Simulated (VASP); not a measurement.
A run of VASP 6.6.1 is set up as follows.

The input INCAR:

```
SYSTEM = InSe
ALGO = Normal
EDIFF = 1E-6
ENCUT = 520
GGA = PE
ISIF = 2
ISMEAR = -1
IVDW = 12
LASPH = .True.
LCHARG = .False.
LREAL = .False.
LWAVE = .False.
NBANDS = 27
NELM = 100
PREC = Accurate
SIGMA = 0.02
```

The input KPOINTS:

```
k-points
0
Gamma
  6 6 6
  0 0 0
```

Contents of POSCAR:

```
InSe
1.0
    5.9405770242     -2.0699080164      0.1043308967
    5.9405770242      2.0699080164      0.1043308967
   -1.6715658648      0.0000000000      4.1830661546
In Se
2 2
Direct
    0.1150156862      0.1150156862      0.9792753044
    0.8849843138      0.8849843138      0.0207246956
    0.3469064665      0.3469064665      0.3662119521
    0.6530935335      0.6530935335      0.6337880479
```

Potentials or basis: VASP PAW PBE potentials, release 64 (In_d, Se).

The run is started by

```sh
$ cat potpaw_PBE.64/In_d/POTCAR potpaw_PBE.64/Se/POTCAR > POTCAR
$ mpirun -np 1 vasp_std > vasp.out
```

**Question.** Estimate the dispersion energy per atom.

**Answer.** -0.344 eV.

**Question.** Estimate the band gap on the k mesh.

**Answer.** 0.72 eV (least direct gap 1.07 eV).

**Question.** What does it give for the pressure?

**Answer.** 0.1 GPa.

Forces in eV/Å, atoms in the order of the input:
```
In  -0.012  0.000  0.003
In   0.012  0.000 -0.003
Se  -0.001  0.000  0.009
Se   0.001  0.000 -0.009
```

Caveat: spin-orbit coupling is left out, which moves the levels of the heavy elements. A k mesh can miss the band edges.
